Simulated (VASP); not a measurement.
# Ga2Si3 (P-3m1) in VASP: single point with r2SCAN

Aim: the single point of Ga2Si3 with r2SCAN.

All numbers are computed with VASP 6.6.1; they aren't measurements. Logs are shortened: lines on timing, memory, paths and dates and some standing lists are left out, and cuts for length are marked.

## (1) The cell of the first run

It takes space group P-3m1 (No. 164, trigonal). Conventional cell: a = 3.802 Å, b = 3.802 Å, c = 7.284 Å, α = 90.00°, β = 90.00°, γ = 120.00°. Within 3.3 Å of Ga (site symmetry 3m) lie 7 Si at 2.54 to 2.90 Å. Si (site symmetry -3m) has 6 Ga at 2.54 Å within 3.3 Å. Si (site symmetry 3m) has 3 Si at 2.39 Å and 4 Ga at 2.84 to 2.90 Å within 3.2 Å.

## (2) Single point, r2SCAN

File POSCAR:

```
Ga2Si3
1.0
    3.8015152617      0.0000000000      0.0000000000
   -1.9007576308      3.2922087895      0.0000000000
    0.0000000000      0.0000000000      7.2844677344
Ga Si
2 3
Direct
    0.3333333333      0.6666666667      0.1749132794
    0.6666666667      0.3333333333      0.8250867206
    0.0000000000      0.0000000000      0.0000000000
    0.3333333333      0.6666666667      0.5651807226
    0.6666666667      0.3333333333      0.4348192774
```

File INCAR.step1:

```
SYSTEM = Ga2Si3
PREC = Accurate
ENCUT = 520
ISMEAR = 0
SIGMA = 0.1
LREAL = .FALSE.
LASPH = .TRUE.
NELM = 80
NBANDS = 27
GGA = PE
ALGO = Normal
EDIFF = 1E-4
LWAVE = .TRUE.
LCHARG = .FALSE.
```

File INCAR.step2:

```
SYSTEM = Ga2Si3
PREC = Accurate
ENCUT = 520
EDIFF = 1E-7
ISMEAR = 0
SIGMA = 0.1
LREAL = .FALSE.
LASPH = .TRUE.
NELM = 80
ALGO = Normal
ISIF = 2
LWAVE = .FALSE.
LCHARG = .FALSE.
METAGGA = R2SCAN
LMIXTAU = .TRUE.
NBANDS = 27
ISTART = 1
```

File KPOINTS:

```
regular mesh
0
G
  12 12 6
  0 0 0
```

Potentials or basis: VASP PAW PBE potentials, release 64 (Ga_d, Si).

The run is started by

```sh
cat potpaw_PBE.64/Ga_d/POTCAR potpaw_PBE.64/Si/POTCAR > POTCAR
cp INCAR.step1 INCAR
mpirun -np 1 vasp_std > vasp.out
cp INCAR.step2 INCAR
mpirun -np 1 vasp_std > vasp.out
```

OUTCAR:

```text
SYSTEM = Ga2Si3
   PREC = Accurate
   ENCUT = 520
   EDIFF = 1E-7
   ISMEAR = 0
   LREAL = .FALSE.
   LASPH = .TRUE.
   NELM = 80
   ISIF = 2
   METAGGA = R2SCAN
   ISTART = 1

 ion  position               nearest neighbor table
   1  0.333  0.667  0.175-   3 2.54   3 2.54   3 2.54   4 2.84   5 2.90   5 2.90   5 2.90
   2  0.667  0.333  0.825-   3 2.54   3 2.54   3 2.54   5 2.84   4 2.90   4 2.90   4 2.90
   3  0.000  0.000  0.000-   1 2.54   2 2.54   1 2.54   2 2.54   2 2.54   1 2.54
   4  0.333  0.667  0.565-   5 2.39   5 2.39   5 2.39   1 2.84   2 2.90   2 2.90   2 2.90
   5  0.667  0.333  0.435-   4 2.39   4 2.39   4 2.39   2 2.84   1 2.90   1 2.90   1 2.90

  LATTYP: Found a hexagonal cell.
 ALAT       =     3.8015152617
 C/A-ratio  =     1.9162011022

  Lattice vectors:

 A1 = (   3.8015152617,   0.0000000000,   0.0000000000)
 A2 = (  -1.9007576308,   3.2922087895,   0.0000000000)
 A3 = (   0.0000000000,   0.0000000000,   7.2844677344)

Analysis of symmetry for initial positions (statically):
=====================================================================
 Subroutine PRICEL returns:
 Original cell was already a primitive cell.

 Routine SETGRP: Setting up the symmetry group for a
 hexagonal supercell.

 Subroutine GETGRP returns: Found 12 space group operations
 (whereof 12 operations were pure point group operations)
 out of a pool of 24 trial point group operations.

The static configuration has the point symmetry D_3d.

Analysis of symmetry for dynamics (positions and initial velocities):
=====================================================================
 Subroutine PRICEL returns:
 Original cell was already a primitive cell.

 Routine SETGRP: Setting up the symmetry group for a
 hexagonal supercell.

 Subroutine GETGRP returns: Found 12 space group operations
 (whereof 12 operations were pure point group operations)
 out of a pool of 24 trial point group operations.

The dynamic configuration has the point symmetry D_3d.

 Subroutine INISYM returns: Found 12 space group operations
 (whereof 12 operations are pure point group operations),
 and found     1 'primitive' translations

----------------------------------------------------------------------------------------

                                     Primitive cell

  volume of cell :      91.1679

  direct lattice vectors                    reciprocal lattice vectors
     3.801515262  0.000000000  0.000000000     0.263053002  0.151873721  0.000000000
    -1.900757631  3.292208790  0.000000000     0.000000000  0.303747443  0.000000000
     0.000000000  0.000000000  7.284467734     0.000000000  0.000000000  0.137278390

  length of vectors
     3.801515262  3.801515262  7.284467734     0.303747443  0.303747443  0.137278390

  position of ions in fractional coordinates (direct lattice)
     0.333333333  0.666666667  0.174913279
     0.666666667  0.333333333  0.825086721
     0.000000000  0.000000000  0.000000000
     0.333333333  0.666666667  0.565180723
     0.666666667  0.333333333  0.434819277

  ion indices of the primitive-cell ions
   primitive index   ion index
                 1           1
                 2           2
                 3           3
                 4           4
                 5           5

----------------------------------------------------------------------------------------

 KPOINTS: regular mesh

Automatic generation of k-mesh.
 Grid dimensions read from file:
 generate k-points for:   12   12    6

 Generating k-lattice:

  Cartesian coordinates                     Fractional coordinates (reciprocal lattice)
     0.021921083  0.012656143  0.000000000     0.083333333  0.000000000  0.000000000
     0.000000000  0.025312287  0.000000000     0.000000000  0.083333333  0.000000000
     0.000000000  0.000000000  0.022879732     0.000000000  0.000000000  0.166666667

  Length of vectors
     0.025312287  0.025312287  0.022879732

  Shift w.r.t. Gamma in fractional coordinates (k-lattice)
     0.000000000  0.000000000  0.000000000

 Subroutine IBZKPT returns following result:
 ===========================================

 Found    100 irreducible k-points:

 Following reciprocal coordinates:
            Coordinates               Weight
  0.000000  0.000000  0.000000      1.000000
  0.083333  0.000000  0.000000      6.000000
  0.166667  0.000000  0.000000      6.000000
  0.250000  0.000000  0.000000      6.000000
  0.333333  0.000000  0.000000      6.000000
  0.416667  0.000000  0.000000      6.000000
[... 16 lines left out ...]
  0.166667  0.000000  0.166667      6.000000
  0.000000  0.166667  0.166667      6.000000
 [... further k-points ...]
   k-points           NKPTS =    100   k-points in BZ     NKDIM =    100   number of bands    NBANDS=     27
   number of dos      NEDOS =    301   number of ions     NIONS =      5
   total plane-waves  NPLWV =  42336
   dimension x,y,z NGX =    28 NGY =   28 NGZ =   54
   dimension x,y,z NGXF=    56 NGYF=   56 NGZF=  108
   ions per type =               2   3
   NGX,Y,Z   is equivalent  to a cutoff of  12.24, 12.24, 12.32 a.u.
   NGXF,Y,Z  is equivalent  to a cutoff of  24.49, 24.49, 24.65 a.u.
 SYSTEM =  Ga2Si3
   PREC   = accura    normal or accurate (medium, high low for compatibility)
   ISTART =      1    job   : 0-new  1-cont  2-samecut
   ICHARG =      0    charge: 1-file 2-atom 10-const
   ISPIN  =      1    spin polarized calculation?
   LNONCOLLINEAR =      F non collinear calculations
   LSORBIT =      F    spin-orbit coupling
   LASPH  =      T    aspherical Exc in radial PAW
   ENCUT  =  520.0 eV  38.22 Ry    6.18 a.u.   7.07  7.07 13.54*2*pi/ulx,y,z
   NELM   =     80;   NELMIN=  2; NELMDL=  0     # of ELM steps
   EDIFF  = 0.1E-06   stopping-criterion for ELM
   LREAL  =      F    real-space projection
   EDIFFG = 0.1E-05   stopping-criterion for IOM
   NSW    =      0    number of steps for IOM
   IBRION =     -1    ionic relax: 0-MD 1-quasi-New 2-CG
   NFREE  =      0    steps in history (QN), initial steepest desc. (CG)
   ISIF   =      2    stress and relaxation
   ISYM   =      2    0-nonsym 1-usesym 2-fastsym
   POTIM  = 0.5000    time-step for ionic-motion
   TEBEG  =    0.0;   TEEND  =   0.0 temperature during run
   PSTRESS=    0.0 pullay stress
   NELECT =      38.0000    total number of electrons
   NUPDOWN=      -1.0000    fix difference up-down
   EMIN   =  10.00;   EMAX   =-10.00  energy-range for DOS
   EFERMI =   0.00;   METHOD = LEGACY
   ISMEAR =     0;   SIGMA  =   0.10  broadening in eV -4-tet -1-fermi 0-gaus
   EFERMI_NEDOS =   21; number of points for ismear=-14 and -15
   IALGO  =     38    algorithm
   IMIX   =      4    mixing-type and parameters
     AMIX     =   0.40;   BMIX     =  1.00
     AMIX_MAG =   1.60;   BMIX_MAG =  1.00
  volume/ion in A,a.u.               =      18.23       123.05
  Fermi-wavevector in a.u.,A,eV,Ry     =   1.222894  2.310934 20.347092  1.495469
  Thomas-Fermi vector in A             =   2.358024
   LORBIT       =      0    0 simple, 1 ext, 2 COOP (PROOUT), +10 PAW based schemes
   METAGGA = R2SCAN    functional components
   LHFCALC =     F    Hartree Fock is set to
   AEXX    =    0.0000 exact exchange contribution
   IVDW    =     0    specifies the selected vdW correction
   LEPSILON=     F    determine dielectric tensor
   LRPA    =     F    only Hartree local field effects (RPA)
 non-spin polarized calculation
 Gauss-broadening in eV      SIGMA  =   0.10
  energy-cutoff  :      520.00
  volume of cell :       91.17
 maximum number of plane-waves:      2478
   NGX = 15   NGY = 15   NGZ = 27

 number of electron      38.0000012 magnetization

 Free energy of the ion-electron system (eV)
  ---------------------------------------------------
  ext. energy  EPLUGINS =         0.00000000
  ---------------------------------------------------
  free energy    TOTEN  =       -47.51399010 eV

  energy without entropy =      -47.50569182  energy(sigma->0) =      -47.50984096

 E-fermi :   6.5732     XC(G=0): -11.1775

 val. band max:        6.5724470370   @ k =  -0.0833   0.5000   0.1667
 cond. band min:       6.5831524467   @ k =  -0.1667   0.5000   0.1667
 fundamental gap:      0.0107054097
 Fermi energy:         6.5732022802

 k-point     1 :       0.0000    0.0000    0.0000
  band No.  band energies     occupation
      1      -8.9006      2.00000
      2      -8.9006      2.00000
      3      -8.8941      2.00000
      4      -8.8838      2.00000
      5      -8.8838      2.00000
      6      -8.8819      2.00000
[... 19 lines left out ...]
     26      11.1826      0.00000
     27      11.5790      0.00000

 k-point     2 :       0.0833    0.0000    0.0000
  band No.  band energies     occupation
      1      -8.9086      2.00000
      2      -8.9012      2.00000
      3      -8.8939      2.00000
      4      -8.8817      2.00000
      5      -8.8816      2.00000
      6      -8.8788      2.00000
[... 19 lines left out ...]
     26      11.1102      0.00000
     27      11.7137      0.00000

 k-point     3 :       0.1667    0.0000    0.0000
  band No.  band energies     occupation
      1      -8.9259      2.00000
      2      -8.9036      2.00000
      3      -8.8941      2.00000
      4      -8.8764      2.00000
      5      -8.8755      2.00000
      6      -8.8740      2.00000
[... 19 lines left out ...]
     26      11.7527      0.00000
     27      12.4257      0.00000

 k-point     4 :       0.2500    0.0000    0.0000
  band No.  band energies     occupation
      1      -8.9470      2.00000
      2      -8.9074      2.00000
      3      -8.8949      2.00000
      4      -8.8729      2.00000
      5      -8.8689      2.00000
      6      -8.8666      2.00000
[... 19 lines left out ...]
     26      11.9852      0.00000
     27      13.5448      0.00000
[... 516 lines left out ...]
      4      -8.8821      2.00000
      5      -8.8801      2.00000
      6      -8.8743      2.00000
[... 19 lines left out ...]
     26      11.1210      0.00000
     27      11.5949      0.00000

 k-point    23 :       0.1667    0.0000    0.1667
  band No.  band energies     occupation
      1      -8.9264      2.00000
      2      -8.9040      2.00000
      3      -8.8965      2.00000
      4      -8.8766      2.00000
      5      -8.8748      2.00000
      6      -8.8714      2.00000
[... 19 lines left out ...]
     26      12.1006      0.00000
     27      12.8995      0.00000

 k-point    24 :       0.0000    0.1667    0.1667
  band No.  band energies     occupation
      1      -8.9254      2.00000
      2      -8.9029      2.00000
      3      -8.8996      2.00000
      4      -8.8762      2.00000
      5      -8.8738      2.00000
      6      -8.8709      2.00000
[... 19 lines left out ...]
     26      11.6619      0.00000
     27      11.9497      0.00000

 [... further k-points ...]
[... 5 lines left out ...]
  --------------------------------------------------------------------------------------
  -------------------------------------------------------------------------------------
  Total       -0.0123391     -0.0123391     -0.0084237     -0.0000000     -0.0000000     -0.0000000
  in kB       -0.2168471     -0.2168471     -0.1480368     -0.0000000     -0.0000000     -0.0000000
  external PRESSURE =      -0.1939103 kB  Pullay stress =       0.0000000 kB

 VOLUME and BASIS-vectors are now :
 -----------------------------------------------------------------------------
  energy-cutoff  :      520.00
  volume of cell :       91.17
      direct lattice vectors                 reciprocal lattice vectors
     3.801515262  0.000000000  0.000000000     0.263053002  0.151873721  0.000000000
    -1.900757631  3.292208790  0.000000000     0.000000000  0.303747443  0.000000000
     0.000000000  0.000000000  7.284467734     0.000000000  0.000000000  0.137278390

 POSITION                                       TOTAL-FORCE (eV/Angst)
 -----------------------------------------------------------------------------------
     -0.00000      2.19481      1.27415        -0.000000     -0.000000     -0.010205
      1.90076      1.09740      6.01032         0.000000      0.000000      0.010205
      0.00000      0.00000      0.00000        -0.000000      0.000000      0.000000
     -0.00000      2.19481      4.11704         0.000000     -0.000000     -0.021382
      1.90076      1.09740      3.16743        -0.000000      0.000000      0.021382
 -----------------------------------------------------------------------------------
    total drift:                                0.000000     -0.000000      0.000000

  FREE ENERGIE OF THE ION-ELECTRON SYSTEM (eV)
  ---------------------------------------------------
  free  energy   TOTEN  =       -47.5139900989 eV

  energy  without entropy=      -47.5056918218  energy(sigma->0) =      -47.50984096
```

It took 22 min on 1 thread of Oxide Virtual Turin-like, shared host; peak memory 0.32 GiB.

Results:

| Quantity | Value |
| --- | --- |
| Free energy | -47.5140 eV |
| Pressure | 0.0 GPa |
| Largest force | 0.021 eV/Å |
| Band gap on the k mesh | zero (band 19 reaches 8.33 eV, above the bottom of band 20 at 4.76 eV) |

Forces in eV/Å, atoms in the order of the input:
```
Ga   0.000  0.000 -0.010
Ga   0.000  0.000  0.010
Si   0.000  0.000  0.000
Si   0.000  0.000 -0.021
Si   0.000  0.000  0.021
```

Caveat: the PAW data sets were made with another functional, which shifts forces and pressure a little.
